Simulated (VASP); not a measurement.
# TePb (wurtzite type) (P6_3mc) in VASP: relaxation of cell and atoms with PBE

Aim: the relaxation of cell and atoms of TePb (wurtzite type) with PBE.

Everything below comes from runs of VASP 6.6.1. Logs are shortened: lines on timing, memory, paths and dates and some standing lists are left out, and cuts for length are marked.

**1. The cell of the first run**

The structure is hexagonal, space group P6_3mc (No. 186). The conventional cell has a = 4.397 Å, b = 4.397 Å, c = 7.167 Å, α = 90.00°, β = 90.00°, γ = 120.00°. Within 3.5 Å of Pb (site symmetry 3m) lie 4 Te at 2.69 Å. Within 3.5 Å of Te (site symmetry 3m) lie 4 Pb at 2.69 Å.

**2. Relaxation of cell and atoms, PBE**

INCAR reads:

```
PREC = Accurate ; ENCUT = 600
EDIFF = 1E-7 ; ISMEAR = -1
SIGMA = 0.1 ; LREAL = False
LASPH = True ; NELM = 80
ALGO = Normal ; ISIF = 3
LWAVE = False ; LCHARG = False
GGA = PE ; IBRION = 2
NSW = 60 ; EDIFFG = -0.005
```

KPOINTS reads:

```
Automatic mesh
0
Gamma
  8 8 5
```

POSCAR reads:

```
TePb
1.0
    4.3969784454      0.0000000000      0.0000000000
   -2.1984892227      3.8078950336      0.0000000000
    0.0000000000      0.0000000000      7.1670748659
Pb Te
2 2
Direct
    0.3333333333      0.6666666667      0.0000000000
    0.6666666667      0.3333333333      0.5000000000
    0.3333333333      0.6666666667      0.3760000000
    0.6666666667      0.3333333333      0.8760000000
```

Potentials or basis: VASP PAW PBE potentials, release 64 (Pb_d, Te).

Launch:

```bash
cat potpaw_PBE.64/Pb_d/POTCAR potpaw_PBE.64/Te/POTCAR > POTCAR
mpirun -np 1 vasp_std > vasp.out
```

OUTCAR:

```text
PREC = Accurate
   ENCUT = 600
   EDIFF = 1E-7
   ISMEAR = -1
   LREAL = False
   LASPH = True
   NELM = 80
   ISIF = 3
   GGA = PE
   IBRION = 2
   NSW = 60
   EDIFFG = -0.005

 ion  position               nearest neighbor table
   1  0.333  0.667  0.000-   4 2.69   4 2.69   4 2.69   3 2.69
   2  0.667  0.333  0.500-   3 2.69   3 2.69   3 2.69   4 2.69
   3  0.333  0.667  0.376-   2 2.69   2 2.69   2 2.69   1 2.69
   4  0.667  0.333  0.876-   1 2.69   1 2.69   1 2.69   2 2.69

  LATTYP: Found a hexagonal cell.
 ALAT       =     4.3969784454
 C/A-ratio  =     1.6300000000

  Lattice vectors:

 A1 = (   4.3969784454,   0.0000000000,   0.0000000000)
 A2 = (  -2.1984892227,   3.8078950336,   0.0000000000)
 A3 = (   0.0000000000,   0.0000000000,   7.1670748659)

Analysis of symmetry for initial positions (statically):
=====================================================================
 Subroutine PRICEL returns:
 Original cell was already a primitive cell.

 Routine SETGRP: Setting up the symmetry group for a
 hexagonal supercell.

 Subroutine GETGRP returns: Found 12 space group operations
 (whereof  6 operations were pure point group operations)
 out of a pool of 24 trial point group operations.

The static configuration has the point symmetry C_3v.
 The point group associated with its full space group is C_6v.

Analysis of symmetry for dynamics (positions and initial velocities):
=====================================================================
 Subroutine PRICEL returns:
 Original cell was already a primitive cell.

 Routine SETGRP: Setting up the symmetry group for a
 hexagonal supercell.

 Subroutine GETGRP returns: Found 12 space group operations
 (whereof  6 operations were pure point group operations)
 out of a pool of 24 trial point group operations.

The dynamic configuration has the point symmetry C_3v.
 The point group associated with its full space group is C_6v.

 Subroutine INISYM returns: Found 12 space group operations
 (whereof  6 operations are pure point group operations),
 and found     1 'primitive' translations

----------------------------------------------------------------------------------------

                                     Primitive cell

  volume of cell :     120.0000

  direct lattice vectors                    reciprocal lattice vectors
     4.396978445  0.000000000  0.000000000     0.227428907  0.131306140  0.000000000
    -2.198489223  3.807895034  0.000000000     0.000000000  0.262612281  0.000000000
     0.000000000  0.000000000  7.167074866     0.000000000  0.000000000  0.139526937

  length of vectors
     4.396978445  4.396978445  7.167074866     0.262612281  0.262612281  0.139526937

  position of ions in fractional coordinates (direct lattice)
     0.333333333  0.666666667  0.000000000
     0.666666667  0.333333333  0.500000000
     0.333333333  0.666666667  0.376000000
     0.666666667  0.333333333  0.876000000

  ion indices of the primitive-cell ions
   primitive index   ion index
                 1           1
                 2           2
                 3           3
                 4           4

----------------------------------------------------------------------------------------

 KPOINTS: Automatic mesh

Automatic generation of k-mesh.
 Grid dimensions read from file:
 generate k-points for:    8    8    5

 Generating k-lattice:

  Cartesian coordinates                     Fractional coordinates (reciprocal lattice)
     0.028428613  0.016413268  0.000000000     0.125000000  0.000000000  0.000000000
     0.000000000  0.032826535  0.000000000     0.000000000  0.125000000  0.000000000
     0.000000000  0.000000000  0.027905387     0.000000000  0.000000000  0.200000000

  Length of vectors
     0.032826535  0.032826535  0.027905387

  Shift w.r.t. Gamma in fractional coordinates (k-lattice)
     0.000000000  0.000000000  0.000000000

 Subroutine IBZKPT returns following result:
 ===========================================

 Found     30 irreducible k-points:

 Following reciprocal coordinates:
            Coordinates               Weight
  0.000000  0.000000  0.000000      1.000000
  0.125000  0.000000  0.000000      6.000000
  0.250000  0.000000  0.000000      6.000000
  0.375000  0.000000  0.000000      6.000000
  0.500000  0.000000  0.000000      3.000000
  0.125000  0.125000  0.000000      6.000000
[... 16 lines left out ...]
  0.250000  0.000000  0.400000     12.000000
  0.375000  0.000000  0.400000     12.000000
 [... further k-points ...]
   k-points           NKPTS =     30   k-points in BZ     NKDIM =     30   number of bands    NBANDS=     24
   number of dos      NEDOS =    301   number of ions     NIONS =      4
   total plane-waves  NPLWV =  77760
   dimension x,y,z NGX =    36 NGY =   36 NGZ =   60
   dimension x,y,z NGXF=    72 NGYF=   72 NGZF=  120
   ions per type =               2   2
   NGX,Y,Z   is equivalent  to a cutoff of  13.61, 13.61, 13.92 a.u.
   NGXF,Y,Z  is equivalent  to a cutoff of  27.22, 27.22, 27.83 a.u.
 SYSTEM =  unknown system
   PREC   = accura    normal or accurate (medium, high low for compatibility)
   ISTART =      0    job   : 0-new  1-cont  2-samecut
   ICHARG =      2    charge: 1-file 2-atom 10-const
   ISPIN  =      1    spin polarized calculation?
   LNONCOLLINEAR =      F non collinear calculations
   LSORBIT =      F    spin-orbit coupling
   LASPH  =      T    aspherical Exc in radial PAW
   ENCUT  =  600.0 eV  44.10 Ry    6.64 a.u.   8.78  8.78 14.31*2*pi/ulx,y,z
   NELM   =     80;   NELMIN=  2; NELMDL= -5     # of ELM steps
   EDIFF  = 0.1E-06   stopping-criterion for ELM
   LREAL  =      F    real-space projection
   EDIFFG = -.5E-02   stopping-criterion for IOM
   NSW    =     60    number of steps for IOM
   IBRION =      2    ionic relax: 0-MD 1-quasi-New 2-CG
   NFREE  =      1    steps in history (QN), initial steepest desc. (CG)
   ISIF   =      3    stress and relaxation
   ISYM   =      2    0-nonsym 1-usesym 2-fastsym
   POTIM  = 0.5000    time-step for ionic-motion
   TEBEG  =    0.0;   TEEND  =   0.0 temperature during run
   PSTRESS=    0.0 pullay stress
   NELECT =      40.0000    total number of electrons
   NUPDOWN=      -1.0000    fix difference up-down
   EMIN   =  10.00;   EMAX   =-10.00  energy-range for DOS
   EFERMI =   0.00;   METHOD = LEGACY
   ISMEAR =    -1;   SIGMA  =   0.10  broadening in eV -4-tet -1-fermi 0-gaus
   EFERMI_NEDOS =   21; number of points for ismear=-14 and -15
   IALGO  =     38    algorithm
   IMIX   =      4    mixing-type and parameters
     AMIX     =   0.40;   BMIX     =  1.00
     AMIX_MAG =   1.60;   BMIX_MAG =  1.00
  volume/ion in A,a.u.               =      30.00       202.45
  Fermi-wavevector in a.u.,A,eV,Ry     =   1.135101  2.145029 17.530477  1.288454
  Thomas-Fermi vector in A             =   2.271805
   LORBIT       =      0    0 simple, 1 ext, 2 COOP (PROOUT), +10 PAW based schemes
   GGA     = PE    functional components
   LHFCALC =     F    Hartree Fock is set to
   AEXX    =    0.0000 exact exchange contribution
   IVDW    =     0    specifies the selected vdW correction
   LEPSILON=     F    determine dielectric tensor
   LRPA    =     F    only Hartree local field effects (RPA)
 conjugate gradient relaxation of ions
 non-spin polarized calculation
  energy-cutoff  :      600.00
  volume of cell :      120.00
 maximum number of plane-waves:      4044
 NGX is ok and might be reduce to    36
   NGX = 17   NGY = 17   NGZ = 29

--------------------------------------- Ionic step        1  -------------------------------------------

 number of electron      40.0000000 magnetization

 Free energy of the ion-electron system (eV)
  ---------------------------------------------------
  ext. energy  EPLUGINS =         0.00000000
  ---------------------------------------------------
  free energy    TOTEN  =        -9.31907986 eV

  energy without entropy =       -9.28973041  energy(sigma->0) =       -9.30440514

 E-fermi :   8.4700     XC(G=0):  -9.5884

 val. band max:        8.4615538938   @ k =   0.3750   0.2500   0.0000
 cond. band min:       8.5468348452   @ k =   0.3750   0.2500   0.0000
 fundamental gap:      0.0852809514
 Fermi energy:         8.4700277418

 k-point     1 :       0.0000    0.0000    0.0000
  band No.  band energies     occupation
      1      -9.9612      2.00000
      2      -9.8374      2.00000
      3      -9.8308      2.00000
      4      -9.8308      2.00000
      5      -9.8066      2.00000
      6      -9.8066      2.00000
[... 637 lines left out ...]
     23      11.1534      0.00000
     24      11.8947      0.00000

 [... further k-points ...]

------------------------ aborting loop because EDIFF is reached ----------------------------------------

  FORCE on cell =-STRESS in cart. coord.  units (eV):
  Direction    XX          YY          ZZ          XY          YZ          ZX
  --------------------------------------------------------------------------------------
  -------------------------------------------------------------------------------------
  Total       25.3587072     25.3587072     23.9277758      0.0000000      0.0000000      0.0000000
  in kB      338.5762150    338.5762150    319.4711665      0.0000000      0.0000000      0.0000000
  external PRESSURE =     332.2078655 kB  Pullay stress =       0.0000000 kB
[... 95 lines left out ...]
  FREE ENERGIE OF THE ION-ELECTRON SYSTEM (eV)
  ---------------------------------------------------
  free  energy   TOTEN  =       -14.4422710625 eV

  energy  without entropy=      -14.4417543118  energy(sigma->0) =      -14.44201269

[... ionic steps 4 to 39 ...]

--------------------------------------- Ionic step       40  -------------------------------------------

 number of electron      40.0000018 magnetization

------------------------ aborting loop because EDIFF is reached ----------------------------------------

  FORCE on cell =-STRESS in cart. coord.  units (eV):
  Direction    XX          YY          ZZ          XY          YZ          ZX
  --------------------------------------------------------------------------------------
  -------------------------------------------------------------------------------------
  Total        0.0046684      0.0046684      0.0243228      0.0000000      0.0000000     -0.0000000
  in kB        0.0426139      0.0426139      0.2220210      0.0000000      0.0000000     -0.0000000
  external PRESSURE =       0.1024163 kB  Pullay stress =       0.0000000 kB
[... 61 lines left out ...]
  energy  without entropy=      -14.6773181589  energy(sigma->0) =      -14.67766518

--------------------------------------- Ionic step       42  -------------------------------------------

 number of electron      40.0000018 magnetization

 Free energy of the ion-electron system (eV)
  ---------------------------------------------------
  ext. energy  EPLUGINS =         0.00000000
  ---------------------------------------------------
  free energy    TOTEN  =       -14.67801893 eV

  energy without entropy =      -14.67732379  energy(sigma->0) =      -14.67767136

 E-fermi :   3.8830     XC(G=0):  -7.8613

 val. band max:        3.2136149843   @ k =   0.3750   0.2500   0.2000
 cond. band min:       4.6049360141   @ k =   0.1250   0.1250   0.0000
 fundamental gap:      1.3913210298
 Fermi energy:         3.8830013162

 k-point     1 :       0.0000    0.0000    0.0000
  band No.  band energies     occupation
      1     -13.4988      2.00000
      2     -13.4691      2.00000
      3     -13.4691      2.00000
      4     -13.4685      2.00000
      5     -13.4685      2.00000
      6     -13.4594      2.00000
[... 637 lines left out ...]
     23       5.5067      0.00000
     24       6.0111      0.00000

 [... further k-points ...]

------------------------ aborting loop because EDIFF is reached ----------------------------------------

  FORCE on cell =-STRESS in cart. coord.  units (eV):
  Direction    XX          YY          ZZ          XY          YZ          ZX
  --------------------------------------------------------------------------------------
  -------------------------------------------------------------------------------------
  Total        0.0046532      0.0046532     -0.0095633      0.0000000      0.0000000     -0.0000000
  in kB        0.0424634      0.0424634     -0.0872702      0.0000000      0.0000000     -0.0000000
  external PRESSURE =      -0.0007811 kB  Pullay stress =       0.0000000 kB
[... 19 lines left out ...]
  FREE ENERGIE OF THE ION-ELECTRON SYSTEM (eV)
  ---------------------------------------------------
  free  energy   TOTEN  =       -14.6780189327 eV

  energy  without entropy=      -14.6773237865  energy(sigma->0) =      -14.67767136

 reached required accuracy - stopping structural energy minimisation
```

It took 22 min on 1 thread of Intel Xeon 6975P-C (Granite Rapids), shared host; peak memory 0.35 GiB.

What came out:

```yaml
Free_energy: -14.6780 eV
Relaxed_volume: 43.89 Å³/atom
Relaxed_cell: a = 5.535 Å, b = 5.535 Å, c = 6.618 Å, α = 90.00°, β = 90.00°, γ = 120.00°
Space_group_after_relaxing_to_0.1_Å: P6_3mc (No. 186)
Energy_gained_by_relaxing: 1339.7 meV/atom
Ionic_steps: 42
Pressure_after_relaxing: 0.0 GPa
Band_gap_on_the_k_mesh: 1.39 eV (least direct gap 1.61 eV)
```

Forces on the atoms (eV/Å):
```
Pb   0.000  0.000 -0.003
Pb   0.000  0.000 -0.003
Te   0.000  0.000  0.003
Te   0.000  0.000  0.003
```

Step by step:
```tsv
step	energy change (eV)	largest force (eV/Å)	pressure (GPa)	volume (Å³)
1	0.0000	0.1560	33.22	120.00
3	-5.1232	0.0327	0.27	192.92
5	-5.1262	0.0451	0.00	195.02
7	-5.1283	0.0708	0.15	193.82
9	-5.1396	0.1315	0.09	194.06
11	-5.1605	0.5135	-0.11	193.71
13	-5.1635	0.4101	-0.09	193.99
15	-5.1691	0.4248	-0.16	194.06
17	-5.1792	0.5005	-0.44	194.07
19	-5.2200	0.3970	-0.71	192.45
21	-5.2833	0.2293	-0.80	186.55
23	-5.3529	0.0585	0.24	175.76
25	-5.3549	0.0234	-0.04	177.17
27	-5.3560	0.0299	-0.09	177.25
29	-5.3570	0.0298	0.04	176.18
31	-5.3571	0.0299	0.11	175.67
33	-5.3581	0.0119	0.07	175.57
35	-5.3583	0.0037	0.05	175.50
37	-5.3588	0.0020	-0.07	176.06
39	-5.3589	0.0041	-0.02	175.69
41	-5.3589	0.0035	0.01	175.50
42	-5.3589	0.0028	0.00	175.57
```

Final structure:
```
Pb Te
1.0
     5.53472    0.00000    0.00000
    -2.76736    4.79321    0.00000
     0.00000    0.00000    6.61804
Pb Te
2 2
Direct
  0.33333 0.66667 0.94331
  0.66667 0.33333 0.44331
  0.33333 0.66667 0.43269
  0.66667 0.33333 0.93269
```

Caveat: the volume moved by over 15 % at a fixed basis, so the end points are rough; spin-orbit coupling is left out, which moves the levels of the heavy elements.
